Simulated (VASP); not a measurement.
Here is a VASP 6.6.1 calculation.

Contents of INCAR:

```
  PREC = Accurate
  ENCUT = 520
  EDIFF = 1E-6
  ISMEAR = -1
  SIGMA = 0.05
  LREAL = F
  LASPH = T
  NELM = 150
  ALGO = Normal
  ISIF = 2
  LWAVE = F
  LCHARG = F
  ISPIN = 2
  MAGMOM = 3.5 3.5
  LORBIT = 11
  LMAXMIX = 4
  GGA = CA
  NBANDS = 19
```

File KPOINTS:

```
regular mesh
0
Gamma
  9 9 9
```

The input POSCAR:

```
Fe
1.0
    2.7504596991      0.0000000000      0.0000000000
    0.0000000000      2.7504596991      0.0000000000
    0.0000000000      0.0000000000      2.7504596991
Fe
2
Direct
    0.0000000000      0.0000000000      0.0000000000
    0.5000000000      0.5000000000      0.5000000000
```

Potentials or basis: VASP PAW LDA potentials, release 64 (Fe).

Command:

```console
$ cat potpaw_LDA.64/Fe/POTCAR > POTCAR
$ mpirun -np 1 vasp_std > vasp.out
```

Task: What does it give for the net moment?

Result: 3.87 μB per cell.

Task: Predict the site moments.

Result: Fe +1.90 μB.

Task: What does it give for the pressure?

Result: -1.4 GPa.
